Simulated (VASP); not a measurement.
Runs of VASP 6.6.1 on CaS. It takes space group Fm-3m (No. 225, cubic). The conventional cell has a = 5.696 Å, b = 5.696 Å, c = 5.696 Å, α = 90.00°, β = 90.00°, γ = 90.00°. Within 3.8 Å of Ca (site symmetry m-3m) lie 6 S at 2.85 Å. Within 3.8 Å of S (site symmetry m-3m) lie 6 Ca at 2.85 Å. 

| level | k mesh | cutoff (eV) | smearing | grid for exact exchange (PRECFOCK) | share of exact exchange | screening parameter | gap on the mesh (eV) | pressure (GPa) |
| --- | --- | --- | --- | --- | --- | --- | --- | --- |
| r2SCAN | 6 × 6 × 6 | 550 | gaussian 0.01 eV | - | - | - | (b) | 0.3 |
| PBE | 6 × 6 × 6, shifted | 500 | gaussian 0.01 eV | - | - | - | 2.68 | 0.6 |
| PBE-based screened hybrid with 75 % exact exchange | 4 × 4 × 4 | 400 | gaussian 0.01 eV | Normal | 0.75 | 0.2078 1/Å | 5.62 | -0.6 |
| PBE | 6 × 6 × 6 | 500 | gaussian 0.01 eV | - | - | - | 2.36 | 0.6 |
| PBE-based screened hybrid with 30 % exact exchange | 4 × 4 × 4 | 400 | gaussian 0.01 eV | Normal | 0.3 | 0.1 1/Å | 4.03 | (a) |
| PBE | 6 × 6 × 6 | 500 | gaussian 0.5 eV | - | - | - | 2.36 | 0.6 |

Alike in all rows: task single point; potentials or basis VASP PAW PBE potentials, release 64 (Ca_sv, S); no spin polarisation; cell as given.

Question: Estimate the missing entries.

Answer: (a) 0.1; (b) 2.80.

Caveats: some runs use coarse meshes; the PAW data sets were made with another functional, which shifts forces and pressure a little (at least some runs); a shifted mesh leaves out Γ, where band edges can lie (at least some runs).

A k mesh can miss the band edges.
